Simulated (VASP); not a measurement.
# SnO2 (Cm) in VASP: further runs

The runs below take SnO2 through single point, with PBE+D3(BJ).

Program: VASP 6.6.1. These are calculated values, not measurements. Logs are shortened: lines on timing, memory, paths and dates and some standing lists are left out, and cuts for length are marked.

## 1. The cell of the first run

Symmetry: Cm, No. 8, monoclinic system. The conventional cell has a = 5.607 Å, b = 3.237 Å, c = 4.680 Å, α = 90.00°, β = 113.54°, γ = 90.00°. Within 2.7 Å of Sn (site symmetry m) lie 6 O at 2.02 to 2.32 Å. Within 2.7 Å of O (site symmetry m) lie 3 Sn at 2.02 to 2.32 Å and 1 O at 2.54 Å. Within 2.9 Å of O (site symmetry m) lie 3 Sn at 2.10 to 2.15 Å and 5 O at 2.54 to 2.90 Å.

## 2. Single point, PBE+D3(BJ) (atoms displaced along several vibrational modes)

INCAR

```
SYSTEM = SnO2
ALGO = Normal
EDIFF = 1E-6
ENCUT = 520
GGA = PE
ISIF = 2
ISMEAR = 0
IVDW = 12
LASPH = .TRUE.
LCHARG = .FALSE.
LREAL = .FALSE.
LWAVE = .FALSE.
NBANDS = 64
NELM = 80
PREC = Accurate
SIGMA = 0.05
```

KPOINTS

```
k-points
0
G
  6 6 6
  0 0 0
```

POSCAR

```
SnO2
1.0
    3.2373377712      1.8690778337      4.2908446647
   -3.2373377712      1.8690778337      4.2908446647
    0.0000000000     -3.7381556673      4.2908446647
Sn O
4 8
Direct
    0.8611745877      0.8665810932      0.8665810929
    0.3611929191      0.3665918367      0.8665865697
    0.3611929191      0.8665865700      0.3665918364
    0.8611855184      0.3665905500      0.3665905497
    0.1591376847      0.6021734725      0.6021734516
    0.6591316512      0.1022192346      0.6021959630
    0.6591316512      0.6021959840      0.1022192136
    0.5971348235      0.6140385960      0.6140386189
    0.1591346071      0.1022130361      0.1022130151
    0.0971471268      0.1140098347      0.6139953860
    0.0971471268      0.6139953631      0.1140098576
    0.5971986315      0.1140188023      0.1140188252
```

Potentials or basis: VASP PAW PBE potentials, release 64 (Sn_d, O).

Command:

```console
> cat potpaw_PBE.64/Sn_d/POTCAR potpaw_PBE.64/O/POTCAR > POTCAR
> mpirun -np 1 vasp_std > vasp.out
```

OUTCAR:

```text
SYSTEM = SnO2
   EDIFF = 1E-6
   ENCUT = 520
   GGA = PE
   ISIF = 2
   ISMEAR = 0
   IVDW = 12
   LASPH = .TRUE.
   LREAL = .FALSE.
   NELM = 80
   PREC = Accurate
 IVDW          = 12

 ion  position               nearest neighbor table
   1  0.861  0.867  0.867-   7 2.02   6 2.02  10 2.10  11 2.10  12 2.15   5 2.32   2 3.24   3 3.24
                             4 3.24   4 3.24   2 3.24   3 3.24
   2  0.361  0.367  0.867-   9 2.02   5 2.02   8 2.10  12 2.10  11 2.15   6 2.32   4 3.24   3 3.24
                             1 3.24   1 3.24   3 3.24   4 3.24
   3  0.361  0.867  0.367-   9 2.02   5 2.02   8 2.10  12 2.10  10 2.15   7 2.32   4 3.24   2 3.24
                             1 3.24   1 3.24   2 3.24   4 3.24
   4  0.861  0.367  0.367-   6 2.02   7 2.02  11 2.10  10 2.10   8 2.15   9 2.32   3 3.24   2 3.24
                             1 3.24   1 3.24   3 3.24   2 3.24
   5  0.159  0.602  0.602-   3 2.02   2 2.02   1 2.32
   6  0.659  0.102  0.602-   4 2.02   1 2.02   2 2.32
   7  0.659  0.602  0.102-   4 2.02   1 2.02   3 2.32
   8  0.597  0.614  0.614-   2 2.10   3 2.10   4 2.15
   9  0.159  0.102  0.102-   2 2.02   3 2.02   4 2.32
  10  0.097  0.114  0.614-   4 2.10   1 2.10   3 2.15
  11  0.097  0.614  0.114-   4 2.10   1 2.10   2 2.15
  12  0.597  0.114  0.114-   3 2.10   2 2.10   1 2.15

  LATTYP: Found a trigonal (rhomboedric) cell.
 ALAT       =     5.6907957027
 COS(alpha) =     0.3527679204

  Lattice vectors:

 A1 = (   3.2373377712,   1.8690778337,   4.2908446647)
 A2 = (  -3.2373377712,   1.8690778337,   4.2908446647)
 A3 = (   0.0000000000,  -3.7381556673,   4.2908446647)

Analysis of symmetry for initial positions (statically):
=====================================================================
 Subroutine PRICEL returns:
 Original cell was already a primitive cell.

 Routine SETGRP: Setting up the symmetry group for a
 trigonal (rhombohedral) supercell.

 Subroutine GETGRP returns: Found  2 space group operations
 (whereof  2 operations were pure point group operations)
 out of a pool of 12 trial point group operations.

The static configuration has the point symmetry C_1h.

Analysis of symmetry for dynamics (positions and initial velocities):
=====================================================================
 Subroutine PRICEL returns:
 Original cell was already a primitive cell.

 Routine SETGRP: Setting up the symmetry group for a
 trigonal (rhombohedral) supercell.

 Subroutine GETGRP returns: Found  2 space group operations
 (whereof  2 operations were pure point group operations)
 out of a pool of 12 trial point group operations.

The dynamic configuration has the point symmetry C_1h.

[... 133 lines left out ...]
   ISMEAR =     0;   SIGMA  =   0.05  broadening in eV -4-tet -1-fermi 0-gaus
   EFERMI_NEDOS =   21; number of points for ismear=-14 and -15
   IALGO  =     38    algorithm
   IMIX   =      4    mixing-type and parameters
     AMIX     =   0.40;   BMIX     =  1.00
     AMIX_MAG =   1.60;   BMIX_MAG =  1.00
  volume/ion in A,a.u.               =      12.98        87.60
  Fermi-wavevector in a.u.,A,eV,Ry     =   1.430813  2.703844 27.854188  2.047225
  Thomas-Fermi vector in A             =   2.550617
   LORBIT       =      0    0 simple, 1 ext, 2 COOP (PROOUT), +10 PAW based schemes
   GGA     = PE    functional components
   LHFCALC =     F    Hartree Fock is set to
   AEXX    =    0.0000 exact exchange contribution
   IVDW    =    12    specifies the selected vdW correction
   LEPSILON=     F    determine dielectric tensor
   LRPA    =     F    only Hartree local field effects (RPA)
 non-spin polarized calculation
 Gauss-broadening in eV      SIGMA  =   0.05
  energy-cutoff  :      520.00
  volume of cell :      155.78
 maximum number of plane-waves:      4212
   NGX = 21   NGY = 21   NGZ = 21

 number of electron     104.0000034 magnetization

 Free energy of the ion-electron system (eV)
  ---------------------------------------------------
  ext. energy  EPLUGINS =         0.00000000
  ---------------------------------------------------
  free energy    TOTEN  =       -71.64126189 eV

  energy without entropy =      -71.64126189  energy(sigma->0) =      -71.64126189

 E-fermi :   5.2684     XC(G=0): -10.7268

 val. band max:        4.9637512052   @ k =  -0.0000  -0.3333   0.3333
 cond. band min:       6.3887118621   @ k =   0.0000   0.0000   0.0000
 fundamental gap:      1.4249606569
 Fermi energy:         5.2683703399

 k-point     1 :       0.0000    0.0000    0.0000
  band No.  band energies     occupation
      1     -16.0181      2.00000
      2     -15.9992      2.00000
      3     -15.9987      2.00000
      4     -15.4988      2.00000
      5     -15.2108      2.00000
      6     -15.1816      2.00000
[... 1597 lines left out ...]
     63      14.1599      0.00000
     64      14.9645      0.00000

 [... further k-points ...]

------------------------ aborting loop because EDIFF is reached ----------------------------------------

 Edisp (eV)   -2.41282

 E8    (eV) :    -0.9594

  FORCE on cell =-STRESS in cart. coord.  units (eV):
  Direction    XX          YY          ZZ          XY          YZ          ZX
  --------------------------------------------------------------------------------------
  -------------------------------------------------------------------------------------
  Total       2.58308     3.91123     3.94325    -1.15021     5.34224     9.25304
  in kB      26.56678    40.22668    40.55599   -11.82982    54.94457    95.16680
  external pressure =       35.78 kB  Pullay stress =        0.00 kB

 VOLUME and BASIS-vectors are now :
 -----------------------------------------------------------------------------
  energy-cutoff  :      520.00
  volume of cell :      155.78
      direct lattice vectors                 reciprocal lattice vectors
     3.237337771  1.869077834  4.290844665     0.154447894  0.089170533  0.077684782
    -3.237337771  1.869077834  4.290844665    -0.154447894  0.089170533  0.077684782
     0.000000000 -3.738155667  4.290844665     0.000000000 -0.178341066  0.077684782

 POSITION                                       TOTAL-FORCE (eV/Angst)
 -----------------------------------------------------------------------------------
     -0.01750     -0.01011     11.13190         0.661424      0.381873      0.492998
     -0.01748     -1.87915      6.84120         0.660971      0.380873      0.492212
     -1.63613      0.92444      6.84120         0.660331      0.381981      0.492212
      1.60117      0.92444      6.84118         0.660986      0.381620      0.492974
     -1.43426     -0.82807      5.85050        -1.596579     -0.921785     -0.750664
      1.80291     -0.82808      5.85077        -1.597092     -0.923142     -0.753150
      0.18432      1.97541      5.85077        -1.598011     -0.921551     -0.753150
     -0.05472     -0.03159      7.83170         0.936889      0.540913      0.259807
      0.18427      0.10639      1.55998        -1.595584     -0.921211     -0.752414
     -0.05459     -1.90054      3.54060         0.936717      0.539096      0.261030
     -1.67321      0.90299      3.54060         0.935229      0.541672      0.261030
      1.56422      0.90310      3.54096         0.934719      0.539660      0.257116
 -----------------------------------------------------------------------------------
    total drift:                                0.005368      0.003147     -0.000283

  FREE ENERGIE OF THE ION-ELECTRON SYSTEM (eV)
  ---------------------------------------------------
  free  energy   TOTEN  =       -74.0540862802 eV

  energy  without entropy=      -74.0540862802  energy(sigma->0) =      -74.05408628
```

OSZICAR:

```text
N       E                     dE             d eps       ncg     rms          rms(c)
DAV:   1     0.160315829843E+04    0.16032E+04   -0.48703E+04 10168   0.253E+03
DAV:   2     0.263674663273E+03   -0.13395E+04   -0.12704E+04  9184   0.800E+02
DAV:   3    -0.556417283614E+02   -0.31932E+03   -0.31130E+03  9512   0.278E+02
DAV:   4    -0.830415170549E+02   -0.27400E+02   -0.27061E+02 10728   0.904E+01
DAV:   5    -0.838533994139E+02   -0.81188E+00   -0.80940E+00 10160   0.164E+01    0.217E+01
DAV:   6    -0.714046882999E+02    0.12449E+02   -0.42690E+01 13904   0.715E+01    0.810E+00
DAV:   7    -0.717201323564E+02   -0.31544E+00   -0.53750E+00  9800   0.957E+00    0.461E+00
DAV:   8    -0.716730647974E+02    0.47068E-01   -0.69695E-01 12656   0.582E+00    0.124E+00
DAV:   9    -0.716380156949E+02    0.35049E-01   -0.19321E-01 13136   0.437E+00    0.194E-01
DAV:  10    -0.716405089082E+02   -0.24932E-02   -0.19243E-02  9904   0.930E-01    0.134E-01
DAV:  11    -0.716412214652E+02   -0.71256E-03   -0.15006E-03 11856   0.216E-01    0.349E-02
DAV:  12    -0.716412527215E+02   -0.31256E-04   -0.80696E-05 11120   0.608E-02    0.169E-02
DAV:  13    -0.716412632725E+02   -0.10551E-04   -0.27565E-05 10976   0.296E-02    0.108E-02
DAV:  14    -0.716412621422E+02    0.11303E-05   -0.57201E-06  9288   0.239E-02    0.310E-03
DAV:  15    -0.716412618947E+02    0.24745E-06   -0.15913E-06  7112   0.109E-02
   1 F= -.74054086E+02 E0= -.74054086E+02  d E =-.296982E-19
```

It took 15 min on 1 thread of Oxide Virtual Turin-like, shared host; peak memory 0.54 GiB.

Results:

```
Free energy                : -74.0541 eV
Pressure                   : 3.6 GPa
Largest force              : 1.993 eV/Å
Band gap on the k mesh     : 1.42 eV
Dispersion energy per atom : -0.201 eV
```

Forces in eV/Å, atoms in the order of the input:
```
Sn   0.661  0.382  0.493
Sn   0.661  0.381  0.492
Sn   0.660  0.382  0.492
Sn   0.661  0.382  0.493
O   -1.597 -0.922 -0.751
O   -1.597 -0.923 -0.753
O   -1.598 -0.922 -0.753
O    0.937  0.541  0.260
O   -1.596 -0.921 -0.752
O    0.937  0.539  0.261
O    0.935  0.542  0.261
O    0.935  0.540  0.257
```

Levels at points of the mesh, in eV from the valence-band top:
```tsv
k point	band 49	band 50	band 51	band 52	band 53	band 54	band 55	band 56
(0.00, 0.00, 0.00)	-0.12	-0.05	-0.05	-0.03	1.42	4.27	5.04	5.04
(0.50, 0.00, 0.00)	-0.40	-0.40	-0.10	-0.10	3.69	3.69	5.64	5.64
(0.00, 0.50, 0.00)	-0.35	-0.35	-0.05	-0.05	4.08	4.08	5.40	5.40
(0.50, 0.50, 0.00)	-0.61	-0.61	-0.20	-0.20	4.44	4.44	5.36	5.36
(0.00, 0.50, 0.50)	-0.51	-0.51	-0.07	-0.07	4.12	4.12	5.72	5.72
(0.50, 0.50, 0.50)	-1.11	-1.02	-0.65	-0.65	3.31	4.62	5.51	5.51
```

Caveat: the cell differs from its parent crystal (atoms displaced along several vibrational modes); the cell stands under pressure; spin-orbit coupling is left out, which moves the levels of the heavy elements; forces of over 1 eV/Å act on the atoms, so gaps and moduli don't describe the material at rest. A k mesh can miss the band edges.

## 3. Single point, PBE+D3(BJ) (atoms displaced along several vibrational modes)

INCAR

```
SYSTEM = SnO2
  PREC = Accurate
  ENCUT = 520
  EDIFF = 1E-6
  ISMEAR = 0
  SIGMA = 0.05
  LREAL = .False.
  LASPH = .True.
  NELM = 80
  ALGO = Normal
  ISIF = 2
  LWAVE = .False.
  LCHARG = .False.
  GGA = PE
  IVDW = 12
  NBANDS = 64
```

KPOINTS

```
Automatic mesh
0
Gamma
  6 6 6
  0 0 0
```

POSCAR

```
SnO2
1.0
    3.2373377715      1.8690778339      4.2908446674
   -3.2373377715      1.8690778339      4.2908446674
    0.0000000000     -3.7381556677      4.2908446674
Sn O
4 8
Direct
    0.8623786656      0.8659790540      0.8659790538
    0.3623905441      0.3659938330      0.8659854188
    0.3623905441      0.8659854190      0.3659938328
    0.8623878195      0.3659909292      0.3659909290
    0.1546909950      0.6044060322      0.6044060110
    0.6546726683      0.1044425796      0.6044223862
    0.6546726683      0.6044224074      0.1044425583
    0.5926931683      0.6162594245      0.6162594471
    0.1546837741      0.1044384526      0.1044384313
    0.0926894893      0.1162426883      0.6162228331
    0.0926894892      0.6162228106      0.1162427108
    0.5927437375      0.1162435857      0.1162436083
```

Potentials or basis: VASP PAW PBE potentials, release 64 (Sn_d, O).

Command:

```console
> cat potpaw_PBE.64/Sn_d/POTCAR potpaw_PBE.64/O/POTCAR > POTCAR
> mpirun -np 1 vasp_std > vasp.out
```

Run time: 18 min. Hardware: 1 thread of Oxide Virtual Turin-like, shared host; peak memory 0.54 GiB.

It converged, with:

```
Free energy                : -74.1342 eV
Pressure                   : 3.2 GPa
Largest force              : 1.878 eV/Å
Band gap on the k mesh     : 1.43 eV
Dispersion energy per atom : -0.201 eV
```

Forces in eV/Å, atoms in the order of the input:
```
Sn   0.435  0.251  0.335
Sn   0.436  0.250  0.335
Sn   0.435  0.253  0.335
Sn   0.435  0.251  0.334
O   -1.529 -0.883 -0.639
O   -1.529 -0.884 -0.640
O   -1.530 -0.882 -0.640
O    1.094  0.632  0.305
O   -1.528 -0.882 -0.640
O    1.095  0.630  0.306
O    1.093  0.633  0.306
O    1.092  0.631  0.302
```

Stress tensor (GPa, compression positive):
```
 2.20 -1.29  9.88
-1.29  3.69  5.70
 9.88  5.70  3.78
```

Levels at points of the mesh, in eV from the valence-band top:
| k point | band 48 | band 49 | band 50 | band 51 | band 52 | band 53 | band 54 | band 55 | band 56 | band 57 |
| --- | --- | --- | --- | --- | --- | --- | --- | --- | --- | --- |
| (0.00, 0.00, 0.00) | -0.71 | -0.12 | -0.04 | -0.04 | -0.04 | 1.43 | 4.27 | 5.05 | 5.05 | 5.39 |
| (0.50, 0.00, 0.00) | -0.68 | -0.40 | -0.40 | -0.10 | -0.10 | 3.69 | 3.69 | 5.66 | 5.66 | 6.54 |
| (0.00, 0.50, 0.00) | -0.71 | -0.35 | -0.35 | -0.06 | -0.06 | 4.09 | 4.09 | 5.40 | 5.40 | 6.54 |
| (0.50, 0.50, 0.00) | -0.99 | -0.62 | -0.62 | -0.20 | -0.20 | 4.45 | 4.45 | 5.37 | 5.37 | 7.25 |
| (0.00, 0.50, 0.50) | -1.01 | -0.52 | -0.52 | -0.07 | -0.07 | 4.12 | 4.12 | 5.73 | 5.74 | 7.14 |
| (0.50, 0.50, 0.50) | -1.15 | -1.12 | -1.02 | -0.65 | -0.65 | 3.32 | 4.62 | 5.53 | 5.53 | 5.63 |

Caveat: the cell differs from its parent crystal (atoms displaced along several vibrational modes); the cell stands under pressure; spin-orbit coupling is left out, which moves the levels of the heavy elements; forces of over 1 eV/Å act on the atoms, so gaps and moduli don't describe the material at rest.
